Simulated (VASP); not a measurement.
Set up this calculation in VASP 6.6.1, as the native input.

```
Task                   : single point
Functional             : PBEsol
Potentials or basis    : VASP PAW PBE potentials, release 64 (Sr_sv)
Cutoff                 : 520 eV
k mesh                 : 12 × 12 × 12
Occupations            : gaussian, width 0.1 eV
Spin                   : no spin polarisation
Dipole correction      : no
Further INCAR settings : ALGO = Fast; EDIFF = 1e-07; NBANDS = 17
```

The structure of Sr lies in POSCAR:

```
Sr
1.0
    4.8800505091      0.0000000000      0.0000000000
    0.0000000000      4.8800505091      0.0000000000
    0.0000000000      0.0000000000      4.4397256694
Sr
2
Direct
    0.0000000000      0.0000000000      0.0000000000
    0.5000000000      0.5000000000      0.5000000000
```

This cell differs from its parent crystal: biaxial strain in the a-b plane: +4.5 %, then relaxed in part.

These files were run (other wordings do the same):

INCAR

```
PREC     = Accurate       # precision mode
ENCUT    = 520            # plane-wave cutoff, eV
EDIFF    = 1E-7           # SCF threshold, eV
ISMEAR   = 0              # smearing method
SIGMA    = 0.1            # smearing width, eV
LREAL    = False          # projectors in reciprocal space
LASPH    = True           # aspherical terms in the spheres
NELM     = 80             # most SCF steps
ALGO     = Fast           # electronic algorithm
ISIF     = 2              # what is computed and relaxed
LWAVE    = False          # write WAVECAR
LCHARG   = False          # write CHGCAR
GGA      = PS             # functional
NBANDS   = 17             # bands
```

KPOINTS

```
regular mesh
0
Gamma
  12 12 12
```

Potentials or basis: VASP PAW PBE potentials, release 64 (Sr_sv).

Command:

```sh
$ cat potpaw_PBE.64/Sr_sv/POTCAR > POTCAR
$ mpirun -np 1 vasp_std > vasp.out
```

It gave:

```yaml
Pressure: -0.4 GPa
Band_gap_on_the_k_mesh: zero (bands 10 and 11 overlap by 0.41 eV)
```

Caveat: the cell differs from its parent crystal (biaxial strain in the a-b plane: +4.5 %, then relaxed in part); the PAW data sets were made with another functional, which shifts forces and pressure a little.

Wall time 8.9 min on 1 thread of Oxide Virtual Turin-like Processor, with other jobs on the host, peak memory 0.39 GiB.
